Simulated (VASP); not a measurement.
SiC, 2 atoms in the cell. The structure is tetragonal, space group I-4m2 (No. 119). Conventional cell: a = 2.982 Å, b = 2.982 Å, c = 4.413 Å, α = 90.00°, β = 90.00°, γ = 90.00°. Within 2.5 Å of Si (site symmetry -4m2) lie 4 C at 1.85 Å. Within 2.5 Å of C (site symmetry -4m2) lie 4 Si at 1.85 Å.  This cell differs from its parent crystal: strain -0.030 along x and y, +0.015 along z.

- Program: VASP 6.6.1
- Task: single point
- Functional: PBE
- Potentials or basis: VASP PAW PBE potentials, release 64 (Si, C)
- Cutoff: 520 eV
- k mesh: 12 × 12 × 12
- Occupations: gaussian, width 0.05 eV
- Spin: no spin polarisation
- Dipole correction: no
- Further INCAR settings: ALGO = Normal; EDIFF = 1e-06; NBANDS = 11

Potentials or basis: VASP PAW PBE potentials, release 64 (Si, C).

Run with:

```console
$ cat potpaw_PBE.64/Si/POTCAR potpaw_PBE.64/C/POTCAR > POTCAR
$ mpirun -np 1 vasp_std > vasp.out
```

Hardware: 1 thread of AMD EPYC 9R45 96-Core Processor (Zen 5), with other jobs on the host.

Task: How long does it take, and how much memory?

Result: Wall time 16 s on 1 thread of AMD EPYC 9R45 96-Core Processor (Zen 5), with other jobs on the host, peak memory 0.12 GiB. Counts: scf iterations 12, k points 163.
